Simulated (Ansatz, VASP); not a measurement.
One calculation of AlN, two programs

File INCAR:

```
SYSTEM = AlN
ALGO = Normal
EDIFF = 1E-6
ENCUT = 600
GGA = PE
GGA_COMPAT = .False.
ISIF = 2
ISMEAR = 0
LASPH = .True.
LCHARG = .False.
LREAL = .False.
LWAVE = .False.
NBANDS = 11
NELM = 120
PREC = Accurate
SIGMA = 0.02
```

The input KPOINTS:

```
k-points
0
Gamma
  10 10 10
  0 0 0
```

The input POSCAR:

```
AlN
1.0
    0.0000000000      2.1900000000      2.1900000000
    2.1900000000      0.0000000000      2.1900000000
    2.1900000000      2.1900000000      0.0000000000
Al N
1 1
Direct
    0.0000000000      0.0000000000      0.0000000000
    0.2500000000      0.2500000000      0.2500000000
```

Input for Ansatz:

```yaml
crystal:
  lattice:
    - [0.0, 2.19, 2.19]
    - [2.19, 0.0, 2.19]
    - [2.19, 2.19, 0.0]
  atoms:
    - { symbol: Al, position: [0.0, 0.0, 0.0] }
    - { symbol: "N", position: [0.25, 0.25, 0.25] }
basis:
  ecutwfc: 420
kpoints:
  mp_grid: { grid: [10, 10, 10] }
hamiltonian:
  xc: pbe
  pseudopotentials: { kind: paw, azcp: { folder: soft_1 } }
scf:
  occupations: { method: gaussian, width: 0.02 }
output:
  forces: true
  stress: true
  eigenvalues: true
```

Alike in both runs: task single point; functional PBE; k mesh 10 × 10 × 10; occupations gaussian, width 0.02 eV; no spin polarisation.

|  | VASP | Ansatz |
| --- | --- | --- |
| version | VASP 6.6.1 | Ansatz 0.2.0 |
| potentials or method | VASP PAW PBE potentials, release 64 (Al, N), cutoff 600 eV | scalar-relativistic, plane waves, PAW |
| valence electrons in the cell | 8 | 8 |

Ansatz gave:

```
gap on the k mesh at the Fermi level (eV) : 3.32
least direct gap on the mesh (eV)         : 4.11
pressure (GPa)                            : 3.1
```

**Question.** Which values does VASP return?

**Answer.** gap on the k mesh at the Fermi level (eV): 3.31; least direct gap on the mesh (eV): 4.12; pressure (GPa): 2.7.
